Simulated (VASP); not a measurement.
A run of VASP 6.6.1 is set up as follows.

Contents of INCAR:

```
SYSTEM = AlN
PREC = Accurate ; ENCUT = 600
EDIFF = 1E-6 ; ISMEAR = 0
SIGMA = 0.01 ; LREAL = .False.
LASPH = .True. ; NELM = 100
ALGO = Normal ; ISIF = 3
LWAVE = .False. ; LCHARG = .False.
IBRION = 2 ; NSW = 100
EDIFFG = -0.002 ; PSTRESS = 20.0
```

File KPOINTS:

```
regular mesh
0
Gamma
  10 10 10
  0 0 0
```

The input POSCAR:

```
AlN
1.0
    0.0000000000      2.1711476922      2.1711476922
    2.1711476922      0.0000000000      2.1711476922
    2.1711476922      2.1711476922      0.0000000000
Al N
1 1
Direct
    0.0000000000      0.0000000000      0.0000000000
    0.2500000000      0.2500000000      0.2500000000
```

Potentials or basis: VASP PAW LDA potentials, release 64 (Al, N).

Run with:

```console
$ cat potpaw_LDA.64/Al/POTCAR potpaw_LDA.64/N/POTCAR > POTCAR
$ mpirun -np 1 vasp_std > vasp.out
```

Task: What does it give for the band gap on the k mesh?

Result: 3.23 eV, indirect (least direct gap 4.45 eV).

Task: Estimate the relaxed volume.

Result: 10.17 Å³/atom.

Task: What does it give for the space group after relaxing (to 0.05 Å)?

Result: F-43m (No. 216).

The path:
| step | energy change (eV) | largest force (eV/Å) | pressure (GPa) | volume (Å³) |
| --- | --- | --- | --- | --- |
| 1 | 0.0000 | 0.0000 | 0.56 | 20.47 |
| 2 | 0.0034 | 0.0000 | 3.47 | 20.20 |
| 3 | 0.0011 | 0.0000 | 2.00 | 20.33 |

Caveat: the cell is relaxed towards a set pressure, so the enthalpy falls and the energy may rise. A k mesh can miss the band edges.
